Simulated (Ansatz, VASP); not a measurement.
# Y3W in VASP and in Ansatz

The input INCAR:

```
SYSTEM = Y3W
PREC = Accurate
ENCUT = 500
EDIFF = 1E-6
ISMEAR = 0
SIGMA = 0.1
LREAL = .False.
LASPH = .True.
NELM = 120
ALGO = Normal
ISIF = 2
LWAVE = .False.
LCHARG = .True.
GGA = PE
LELF = .True.
LVHAR = .True.
NBANDS = 57
GGA_COMPAT = .False.
```

Contents of KPOINTS:

```
regular mesh
0
Gamma
  4 4 4
  0 0 0
```

File POSCAR:

```
Y3W
1.0
    5.8412874780      0.0000000000      0.0000000000
    0.0000000000      5.8412874780      0.0000000000
    0.0000000000      0.0000000000      5.8412874780
Y W
6 2
Direct
    0.0000000000      0.5000000000      0.2500000000
    0.0000000000      0.5000000000      0.7500000000
    0.2500000000      0.0000000000      0.5000000000
    0.7500000000      0.0000000000      0.5000000000
    0.5000000000      0.7500000000      0.0000000000
    0.5000000000      0.2500000000      0.0000000000
    0.0000000000      0.0000000000      0.0000000000
    0.5000000000      0.5000000000      0.5000000000
```

Input for Ansatz:

```yaml
crystal:
  lattice:
    - [5.841287478, 0.0, 0.0]
    - [0.0, 5.841287478, 0.0]
    - [0.0, 0.0, 5.841287478]
  atoms:
    - { symbol: "Y", position: [0.0, 0.5, 0.25] }
    - { symbol: "Y", position: [0.0, 0.5, 0.75] }
    - { symbol: "Y", position: [0.25, 0.0, 0.5] }
    - { symbol: "Y", position: [0.75, 0.0, 0.5] }
    - { symbol: "Y", position: [0.5, 0.75, 0.0] }
    - { symbol: "Y", position: [0.5, 0.25, 0.0] }
    - { symbol: W, position: [0.0, 0.0, 0.0] }
    - { symbol: W, position: [0.5, 0.5, 0.5] }
basis:
  ecutwfc: 420
kpoints:
  mp_grid: { grid: [4, 4, 4] }
hamiltonian:
  xc: pbe
scf:
  occupations: { method: gaussian, width: 0.1 }
  lower_state_search: "off"
output:
  forces: true
  stress: true
  eigenvalues: true
```

Alike in both runs: task single point; functional PBE; k mesh 4 × 4 × 4; occupations gaussian, width 0.1 eV; no spin polarisation.

|  | VASP | Ansatz |
| --- | --- | --- |
| version | VASP 6.6.1 | Ansatz 0.2.0 |
| potentials or method | VASP PAW PBE potentials, release 64 (Y_sv, W_sv), cutoff 500 eV | scalar-relativistic, plane waves, PAW |
| valence electrons in the cell | 94 | 94 |

Ansatz gave:

| Property | Result |
| --- | --- |
| gap on the k mesh at the Fermi level (eV) | none |
| pressure (GPa) | 3.0 |

**Question.** What did VASP give for the same quantities?

**Answer.** gap on the k mesh at the Fermi level (eV): none; pressure (GPa): 2.8.

A gap of «none» marks a metal or a gap that the smearing closes.

Spin-orbit coupling is off throughout.
